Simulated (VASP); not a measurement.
Here is a VASP 6.6.1 calculation.

Contents of POSCAR:

```
ScAl3
1.0
    4.0855365675      0.0000000000      0.0000000000
    0.0000000000      4.0855365675      0.0000000000
    0.0000000000      0.0000000000      4.0855365675
Sc Al
1 3
Direct
    0.0000000000      0.0000000000      0.0000000000
    0.5000000000      0.0000000000      0.5000000000
    0.0000000000      0.5000000000      0.5000000000
    0.5000000000      0.5000000000      0.0000000000
```

The input INCAR.step1:

```
SYSTEM = ScAl3
PREC     = Accurate       ! precision mode
ENCUT    = 520            ! plane-wave cutoff, eV
ISMEAR   = 0              ! smearing method
SIGMA    = 0.1            ! smearing width, eV
LREAL    = .FALSE.        ! projectors in reciprocal space
LASPH    = .TRUE.         ! aspherical terms in the spheres
NELM     = 100            ! most SCF steps
NBANDS   = 18             ! bands
GGA      = PE             ! functional
ALGO     = Normal         ! electronic algorithm
EDIFF    = 1E-4           ! SCF threshold, eV
LWAVE    = .TRUE.         ! write WAVECAR
LCHARG   = .FALSE.        ! write CHGCAR
```

INCAR.step2

```
SYSTEM = ScAl3
PREC     = Accurate       ! precision mode
ENCUT    = 520            ! plane-wave cutoff, eV
EDIFF    = 1E-6           ! SCF threshold, eV
ISMEAR   = 0              ! smearing method
SIGMA    = 0.1            ! smearing width, eV
LREAL    = .FALSE.        ! projectors in reciprocal space
LASPH    = .TRUE.         ! aspherical terms in the spheres
NELM     = 100            ! most SCF steps
ALGO     = Normal         ! electronic algorithm
ISIF     = 2              ! what is computed and relaxed
LWAVE    = .FALSE.        ! write WAVECAR
LCHARG   = .FALSE.        ! write CHGCAR
METAGGA  = R2SCAN         ! meta-GGA
LMIXTAU  = .TRUE.       
NBANDS   = 18             ! bands
ISTART   = 1
```

KPOINTS

```
regular mesh
0
G
  10 10 10
  0 0 0
```

Potentials or basis: VASP PAW PBE potentials, release 64 (Sc_sv, Al).

Command:

```bash
$ cat potpaw_PBE.64/Sc_sv/POTCAR potpaw_PBE.64/Al/POTCAR > POTCAR
$ cp INCAR.step1 INCAR
$ mpirun -np 1 vasp_std > vasp.out
$ cp INCAR.step2 INCAR
$ mpirun -np 1 vasp_std > vasp.out
```

Predict the band gap on the k mesh.

zero (band 10 reaches 8.30 eV, above the bottom of band 11 at 4.05 eV).

What does it give for the pressure?

0.0 GPa.

Caveat: the PAW data sets were made with another functional, which shifts forces and pressure a little.
